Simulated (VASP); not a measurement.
## V: single point with PBE

V:

```
V
1.0
    -1.54405    1.54405    1.54405
     1.54405   -1.54405    1.54405
     1.54405    1.54405   -1.54405
V
1
Direct
  0.00000 0.00000 0.00000
```

* Program: VASP 6.6.1
* Task: single point
* Functional: PBE
* Potentials or basis: VASP PAW PBE potentials, release 64 (V_sv)
* Cutoff: 520 eV
* k mesh: 12 × 12 × 12
* Occupations: fermi-dirac, width 0.05 eV
* Spin: collinear spin, ferromagnetic start
* Starting moments: [2.0] μB

* Pressure: -13.5 GPa
* Net moment: 0.00 μB per cell
* Valence electrons inside the program's atomic spheres: V 11.51

Levels at points of the mesh, in eV from the Fermi level:
Spin up:
```tsv
k point	band 3	band 4	band 5	band 6	band 7	band 8	band 9	band 10
(0.00, 0.00, 0.00)	-37.26	-37.26	-6.38	0.39	0.39	0.39	2.19	2.19
(0.50, 0.00, 0.00)	-37.47	-37.26	-2.88	-0.97	1.36	2.17	2.49	3.65
(0.50, 0.50, 0.50)	-37.72	-37.72	-2.61	-2.61	3.31	3.31	3.31	9.41
```
Spin down:
```
           k point  band 3  band 4  band 5  band 6  band 7  band 8  band 9  band 10
(0.00, 0.00, 0.00)  -37.26  -37.26   -6.37    0.39    0.39    0.39    2.19     2.19
(0.50, 0.00, 0.00)  -37.47  -37.26   -2.88   -0.97    1.36    2.17    2.49     3.66
(0.50, 0.50, 0.50)  -37.72  -37.72   -2.61   -2.61    3.31    3.31    3.31     9.41
```

Run time: 51 s on 1 thread of Intel(R) Xeon(R) Platinum 8259CL CPU @ 2.50GHz (Skylake/Cascade Lake), with other jobs on the host, peak memory 0.15 GiB.
